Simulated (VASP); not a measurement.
Crystal: EuO.

```
Eu O
1.0
     0.00000    2.57195    2.57195
     2.57195    0.00000    2.57195
     2.57195    2.57195    0.00000
Eu O
1 1
Cartesian
  0.0000 0.0000 0.0000
  2.5720 2.5720 2.5720
```

Base run:

```yaml
Program: VASP 6.6.1
Functional: PBEsol
Potentials_or_basis: VASP PAW PBE potentials, release 64 (Eu, O)
Cutoff: 600 eV
k_mesh: 11 × 11 × 11
Occupations: fermi-dirac, width 0.15 eV
Spin: collinear spin, ferromagnetic start
Starting_moments: "[7.0, 0.0] μB"
```

Its results: pressure -9.6 GPa; net moment 6.90 μB per cell; site moments Eu +6.55; O -0.09 μB.

Problem. The run is repeated on the same cell with these changes: functional from PBEsol to r2SCAN; cutoff from 600 eV to 800 eV. What comes out?

Solution. Pressure -5.6 GPa; net moment 6.95 μB per cell; site moments Eu +6.51; O -0.10 μB.

Caveats: the cell stands under tension; the PAW data sets were made with another functional, which shifts forces and pressure a little; a cell with one magnetic atom can't hold antiferromagnetic order, which such compounds often take.
